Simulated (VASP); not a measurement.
Write the native input for VASP 6.6.1 that does the following.

```
Task                   : single point
Functional             : PBE
Potentials or basis    : VASP PAW PBE potentials, release 64 (Ge_d)
Cutoff                 : 520 eV
k mesh                 : 4 × 4 × 4
Occupations            : fermi-dirac, width 0.05 eV
Spin                   : no spin polarisation
Dipole correction      : no
Further INCAR settings : ALGO = Normal; EDIFF = 1e-07; NBANDS = 21
```

The structure of Ge lies in POSCAR:

```
Ge
1.0
    0.0000000000      2.8859759802      2.8859759802
    2.8859759802      0.0000000000      2.8859759802
    2.8859759802      2.8859759802      0.0000000000
Ge
2
Direct
    0.5000000000      0.5000000000      0.5000000000
    0.7500000000      0.7500000000      0.7500000000
```

One way to write it, as run:

INCAR

```
SYSTEM = Ge
PREC = Accurate ; ENCUT = 520
EDIFF = 1E-7 ; ISMEAR = -1
SIGMA = 0.05 ; LREAL = .False.
LASPH = .True. ; NELM = 80
ALGO = Normal ; ISIF = 2
LWAVE = .False. ; LCHARG = .False.
GGA = PE ; NBANDS = 21
```

KPOINTS

```
regular mesh
0
Gamma
  4 4 4
  0 0 0
```

Potentials or basis: VASP PAW PBE potentials, release 64 (Ge_d).

Launch:

```bash
$ cat potpaw_PBE.64/Ge_d/POTCAR > POTCAR
$ mpirun -np 1 vasp_std > vasp.out
```

It gave:

```
Pressure               : 0.7 GPa
Band gap on the k mesh : zero (filled and empty bands touch)
```

Caveat: the k points lie up to 0.47 Å⁻¹ apart.

It took 14 s on 1 thread of Intel Xeon 6975P-C (shared host), peak memory 0.16 GiB.
